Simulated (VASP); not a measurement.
# Cs15Br16 (a cell with a defect) in VASP: single point with PBE

Aim: the single point of Cs15Br16 (a cell with a defect) with PBE.

All numbers are computed with VASP 6.6.1; they aren't measurements. Logs are shortened: lines on timing, memory, paths and dates and some standing lists are left out, and cuts for length are marked.

## 1. The cell of the first run

The cell holds a defect, 31 atoms: a = 12.235 Å, b = 12.235 Å, c = 12.235 Å, α = 60.00°, β = 60.00°, γ = 60.00°.

## 2. Single point, PBE (atoms taken out, then relaxed in part)

INCAR reads:

```
ALGO     = Normal         # electronic algorithm
EDIFF    = 1E-6           # SCF threshold, eV
ENCUT    = 400            # plane-wave cutoff, eV
GGA      = PE             # functional
GGA_COMPAT= False        
ISIF     = 2              # what is computed and relaxed
ISMEAR   = -1             # smearing method
LASPH    = True           # aspherical terms in the spheres
LCHARG   = True           # write CHGCAR
LELF     = True           # ELF
LREAL    = Auto         
LVHAR    = True         
LWAVE    = False          # write WAVECAR
NBANDS   = 144            # bands
NELECT   = 248.0        
NELM     = 120            # most SCF steps
PREC     = Accurate       # precision mode
SIGMA    = 0.01           # smearing width, eV
```

KPOINTS reads:

```
k-points
0
Gamma
  2 2 2
```

POSCAR reads:

```
Cs15Br16
1.0
    0.0000000000      8.6512444400      8.6512444400
    8.6512444400      0.0000000000      8.6512444400
    8.6512444400      8.6512444400      0.0000000000
Cs Br
15 16
Direct
    0.5000000000      0.0000000000      0.0000000000
    0.0000000000      0.5000000000      0.0000000000
    0.0000000000      0.0000000000      0.5000000000
    0.2500000000      0.2500000000      0.2500000000
    0.5000000000      0.5000000000      0.0000000000
    0.5000000000      0.0000000000      0.5000000000
    0.7622552366      0.2377447634      0.2377447634
    0.0000000000      0.5000000000      0.5000000000
    0.2377447634      0.7622552366      0.2377447634
    0.2377447634      0.2377447634      0.7622552366
    0.5000000000      0.5000000000      0.5000000000
    0.7622552366      0.7622552366      0.2377447634
    0.7622552366      0.2377447634      0.7622552366
    0.2377447634      0.7622552366      0.7622552366
    0.7500000000      0.7500000000      0.7500000000
    0.1288556270      0.1288556270      0.1288556270
    0.6134331191      0.1288556270      0.1288556270
    0.1288556270      0.6134331191      0.1288556270
    0.1288556270      0.1288556270      0.6134331191
    0.3758177243      0.3758177243      0.3758177243
    0.6241822757      0.6241822757      0.1274531728
    0.6241822757      0.1274531728      0.6241822757
    0.8725468272      0.3758177243      0.3758177243
    0.1274531728      0.6241822757      0.6241822757
    0.3758177243      0.8725468272      0.3758177243
    0.3758177243      0.3758177243      0.8725468272
    0.6241822757      0.6241822757      0.6241822757
    0.8711443730      0.8711443730      0.3865668809
    0.8711443730      0.3865668809      0.8711443730
    0.3865668809      0.8711443730      0.8711443730
    0.8711443730      0.8711443730      0.8711443730
```

Potentials or basis: VASP PAW PBE potentials, release 64 (Cs_sv, Br).

Started as:

```
> cat potpaw_PBE.64/Cs_sv/POTCAR potpaw_PBE.64/Br/POTCAR > POTCAR
> mpirun -np 1 vasp_std > vasp.out
```

OUTCAR:

```text
EDIFF = 1E-6
   ENCUT = 400
   GGA = PE
   ISIF = 2
   ISMEAR = -1
   LASPH = True
   LREAL = Auto
   NELECT = 248.0
   NELM = 120
   PREC = Accurate

 ion  position               nearest neighbor table
   1  0.500  0.000  0.000-
   2  0.000  0.500  0.000-
   3  0.000  0.000  0.500-
   4  0.250  0.250  0.250-
   5  0.500  0.500  0.000-
   6  0.500  0.000  0.500-
[... 23 lines left out ...]
  30  0.387  0.871  0.871-
  31  0.871  0.871  0.871-

  LATTYP: Found a face centered cubic cell.
 ALAT       =    17.3024888800

  Lattice vectors:

 A1 = (   0.0000000000,   8.6512444400,   8.6512444400)
 A2 = (   8.6512444400,   0.0000000000,   8.6512444400)
 A3 = (   8.6512444400,   8.6512444400,   0.0000000000)

Analysis of symmetry for initial positions (statically):
=====================================================================
 Subroutine PRICEL returns:
 Original cell was already a primitive cell.

 Routine SETGRP: Setting up the symmetry group for a
 face centered cubic supercell.

 Subroutine GETGRP returns: Found 48 space group operations
 (whereof 48 operations were pure point group operations)
 out of a pool of 48 trial point group operations.

The static configuration has the point symmetry O_h .

Analysis of symmetry for dynamics (positions and initial velocities):
=====================================================================
 Subroutine PRICEL returns:
 Original cell was already a primitive cell.

 Routine SETGRP: Setting up the symmetry group for a
 face centered cubic supercell.

 Subroutine GETGRP returns: Found 48 space group operations
 (whereof 48 operations were pure point group operations)
 out of a pool of 48 trial point group operations.

The dynamic configuration has the point symmetry O_h .

 Subroutine INISYM returns: Found 48 space group operations
 (whereof 48 operations are pure point group operations),
 and found     1 'primitive' translations

----------------------------------------------------------------------------------------

                                     Primitive cell

  volume of cell :    1294.9880

  direct lattice vectors                    reciprocal lattice vectors
     0.000000000  8.651244440  8.651244440    -0.057795153  0.057795153  0.057795153
     8.651244440  0.000000000  8.651244440     0.057795153 -0.057795153  0.057795153
     8.651244440  8.651244440  0.000000000     0.057795153  0.057795153 -0.057795153

  length of vectors
    12.234707218 12.234707218 12.234707218     0.100104142  0.100104142  0.100104142

  position of ions in fractional coordinates (direct lattice)
     0.500000000  0.000000000  0.000000000
     0.000000000  0.500000000  0.000000000
     0.000000000  0.000000000  0.500000000
     0.250000000  0.250000000  0.250000000
     0.500000000  0.500000000  0.000000000
     0.500000000  0.000000000  0.500000000
[... 23 lines left out ...]
     0.386566881  0.871144373  0.871144373
     0.871144373  0.871144373  0.871144373

  ion indices of the primitive-cell ions
   primitive index   ion index
                 1           1
                 2           2
                 3           3
                 4           4
                 5           5
                 6           6
[... 23 lines left out ...]
                30          30
                31          31

----------------------------------------------------------------------------------------

 KPOINTS: k-points

Automatic generation of k-mesh.
 Grid dimensions read from file:
 generate k-points for:    2    2    2

 Generating k-lattice:

  Cartesian coordinates                     Fractional coordinates (reciprocal lattice)
    -0.028897577  0.028897577  0.028897577     0.500000000  0.000000000  0.000000000
     0.028897577 -0.028897577  0.028897577     0.000000000  0.500000000  0.000000000
     0.028897577  0.028897577 -0.028897577     0.000000000  0.000000000  0.500000000

  Length of vectors
     0.050052071  0.050052071  0.050052071

  Shift w.r.t. Gamma in fractional coordinates (k-lattice)
     0.000000000  0.000000000  0.000000000

 Subroutine IBZKPT returns following result:
 ===========================================

 Found      3 irreducible k-points:

 Following reciprocal coordinates:
            Coordinates               Weight
  0.000000  0.000000  0.000000      1.000000
  0.500000  0.000000  0.000000      4.000000
  0.500000  0.500000  0.000000      3.000000
   k-points           NKPTS =      3   k-points in BZ     NKDIM =      3   number of bands    NBANDS=    144
   number of dos      NEDOS =    301   number of ions     NIONS =     31
   total plane-waves  NPLWV = 512000
   dimension x,y,z NGX =    80 NGY =   80 NGZ =   80
   dimension x,y,z NGXF=   160 NGYF=  160 NGZF=  160
   ions per type =              15  16
   NGX,Y,Z   is equivalent  to a cutoff of  10.87, 10.87, 10.87 a.u.
   NGXF,Y,Z  is equivalent  to a cutoff of  21.74, 21.74, 21.74 a.u.
 SYSTEM =  unknown system
   PREC   = accura    normal or accurate (medium, high low for compatibility)
   ISTART =      0    job   : 0-new  1-cont  2-samecut
   ICHARG =      2    charge: 1-file 2-atom 10-const
   ISPIN  =      1    spin polarized calculation?
   LNONCOLLINEAR =      F non collinear calculations
   LSORBIT =      F    spin-orbit coupling
   LASPH  =      T    aspherical Exc in radial PAW
   ENCUT  =  400.0 eV  29.40 Ry    5.42 a.u.  19.95 19.95 19.95*2*pi/ulx,y,z
   NELM   =    120;   NELMIN=  2; NELMDL= -5     # of ELM steps
   EDIFF  = 0.1E-05   stopping-criterion for ELM
   LREAL  =      T    real-space projection
   EDIFFG = 0.1E-04   stopping-criterion for IOM
   NSW    =      0    number of steps for IOM
   IBRION =     -1    ionic relax: 0-MD 1-quasi-New 2-CG
   NFREE  =      0    steps in history (QN), initial steepest desc. (CG)
   ISIF   =      2    stress and relaxation
   ISYM   =      2    0-nonsym 1-usesym 2-fastsym
   POTIM  = 0.5000    time-step for ionic-motion
   TEBEG  =    0.0;   TEEND  =   0.0 temperature during run
   PSTRESS=    0.0 pullay stress
   NELECT =     248.0000    total number of electrons
   NUPDOWN=      -1.0000    fix difference up-down
   EMIN   =  10.00;   EMAX   =-10.00  energy-range for DOS
   EFERMI =   0.00;   METHOD = LEGACY
   ISMEAR =    -1;   SIGMA  =   0.01  broadening in eV -4-tet -1-fermi 0-gaus
   EFERMI_NEDOS =   21; number of points for ismear=-14 and -15
   IALGO  =     38    algorithm
   IMIX   =      4    mixing-type and parameters
     AMIX     =   0.40;   BMIX     =  1.00
     AMIX_MAG =   1.60;   BMIX_MAG =  1.00
  volume/ion in A,a.u.               =      41.77       281.90
  Fermi-wavevector in a.u.,A,eV,Ry     =   0.943634  1.783209 12.115236  0.890445
  Thomas-Fermi vector in A             =   2.071360
   LORBIT       =      0    0 simple, 1 ext, 2 COOP (PROOUT), +10 PAW based schemes
   GGA     = PE    functional components
   LHFCALC =     F    Hartree Fock is set to
   AEXX    =    0.0000 exact exchange contribution
   IVDW    =     0    specifies the selected vdW correction
   LEPSILON=     F    determine dielectric tensor
   LRPA    =     F    only Hartree local field effects (RPA)
 non-spin polarized calculation
  energy-cutoff  :      400.00
  volume of cell :     1294.99
 maximum number of plane-waves:     23528
 NGX is ok and might be reduce to    80
   NGX = 39   NGY = 39   NGZ = 39

 number of electron     247.9999983 magnetization

 Free energy of the ion-electron system (eV)
  ---------------------------------------------------
  ext. energy  EPLUGINS =         0.00000000
  ---------------------------------------------------
  free energy    TOTEN  =       -91.92907728 eV

  energy without entropy =      -91.92907728  energy(sigma->0) =      -91.92907728

 E-fermi :  -0.3240     XC(G=0):  -7.7786

 val. band max:       -0.5958577621   @ k =   0.0000   0.0000   0.0000
 cond. band min:       3.7549419727   @ k =   0.0000   0.0000   0.0000
 fundamental gap:      4.3507997348
 Fermi energy:        -0.3240011187

 k-point     1 :       0.0000    0.0000    0.0000
  band No.  band energies     occupation
      1     -20.5145      2.00000
      2     -20.4856      2.00000
      3     -20.4856      2.00000
      4     -20.4779      2.00000
      5     -20.4779      2.00000
      6     -20.4779      2.00000
[... 128 lines left out ...]
    135       5.5072      0.00000
    136       5.5072      0.00000

 k-point     2 :       0.5000    0.0000    0.0000
  band No.  band energies     occupation
      1     -20.4995      2.00000
      2     -20.4993      2.00000
      3     -20.4824      2.00000
      4     -20.4824      2.00000
      5     -20.4822      2.00000
      6     -20.4822      2.00000
[... 128 lines left out ...]
    135       5.2318      0.00000
    136       5.2740      0.00000

 k-point     3 :       0.5000    0.5000    0.0000
  band No.  band energies     occupation
      1     -20.5000      2.00000
      2     -20.4948      2.00000
      3     -20.4874      2.00000
      4     -20.4874      2.00000
      5     -20.4812      2.00000
      6     -20.4765      2.00000
[... 128 lines left out ...]
    135       5.2299      0.00000
    136       5.3086      0.00000
 [bands above 136 left out]

------------------------ aborting loop because EDIFF is reached ----------------------------------------

  FORCE on cell =-STRESS in cart. coord.  units (eV):
  Direction    XX          YY          ZZ          XY          YZ          ZX
  --------------------------------------------------------------------------------------
  -------------------------------------------------------------------------------------
  Total        9.4809267      9.4809267      9.4809267      0.0000000     -0.0000000     -0.0000000
  in kB       11.7299355     11.7299355     11.7299355      0.0000000     -0.0000000     -0.0000000
  external PRESSURE =      11.7299355 kB  Pullay stress =       0.0000000 kB

 VOLUME and BASIS-vectors are now :
 -----------------------------------------------------------------------------
  energy-cutoff  :      400.00
  volume of cell :     1294.99
      direct lattice vectors                 reciprocal lattice vectors
     0.000000000  8.651244440  8.651244440    -0.057795153  0.057795153  0.057795153
     8.651244440  0.000000000  8.651244440     0.057795153 -0.057795153  0.057795153
     8.651244440  8.651244440  0.000000000     0.057795153  0.057795153 -0.057795153

 POSITION                                       TOTAL-FORCE (eV/Angst)
 -----------------------------------------------------------------------------------
      0.00000      4.32562      4.32562        -0.000000      0.000000      0.000000
      4.32562      0.00000      4.32562        -0.000000      0.000000      0.000000
      4.32562      4.32562      0.00000        -0.000000      0.000000      0.000000
      4.32562      4.32562      4.32562        -0.000000      0.000000      0.000000
      4.32562      4.32562      8.65124        -0.000000      0.000000      0.000000
      4.32562      8.65124      4.32562        -0.000000      0.000000      0.000000
[... 23 lines left out ...]
     15.07297     10.88077     10.88077         0.007802     -0.007802     -0.007802
     15.07297     15.07297     15.07297         0.007802      0.007802      0.007802
 -----------------------------------------------------------------------------------
    total drift:                                0.000000      0.000000      0.000000

  FREE ENERGIE OF THE ION-ELECTRON SYSTEM (eV)
  ---------------------------------------------------
  free  energy   TOTEN  =       -91.9290772779 eV

  energy  without entropy=      -91.9290772779  energy(sigma->0) =      -91.92907728
```

Wall time 15 min (1 thread of Intel Xeon Platinum 8259CL at 2.50GHz (Skylake/Cascade Lake), shared host); peak memory 1 GiB.

Results:

```
Free energy   : -91.9291 eV
Largest force : 0.018 eV/Å
```

Forces in eV/Å, atoms in the order of the input:
```
Cs   0.000  0.000  0.000
Cs   0.000  0.000  0.000
Cs   0.000  0.000  0.000
Cs   0.000  0.000  0.000
Cs   0.000  0.000  0.000
Cs   0.000  0.000  0.000
Cs  -0.018  0.000  0.000
Cs   0.000  0.000  0.000
Cs   0.000 -0.018  0.000
Cs   0.000  0.000 -0.018
Cs   0.000  0.000  0.000
Cs   0.000  0.000  0.018
Cs   0.000  0.018  0.000
Cs   0.018  0.000  0.000
Cs   0.000  0.000  0.000
Br  -0.008 -0.008 -0.008
Br  -0.008  0.008  0.008
Br   0.008 -0.008  0.008
Br   0.008  0.008 -0.008
Br  -0.009 -0.009 -0.009
Br  -0.009 -0.009  0.009
Br  -0.009  0.009 -0.009
Br  -0.009  0.009  0.009
Br   0.009 -0.009 -0.009
Br   0.009 -0.009  0.009
Br   0.009  0.009 -0.009
Br   0.009  0.009  0.009
Br  -0.008 -0.008  0.008
Br  -0.008  0.008 -0.008
Br   0.008 -0.008 -0.008
Br   0.008  0.008  0.008
```

Caveat: the cell carries a net charge on a neutralising background, which shifts energy and pressure; the cell differs from its parent crystal (atoms taken out, then relaxed in part); the cell is charged against a uniform background, so pressure and absolute levels hang on convention; spin-orbit coupling is left out, which moves the levels of the heavy elements.
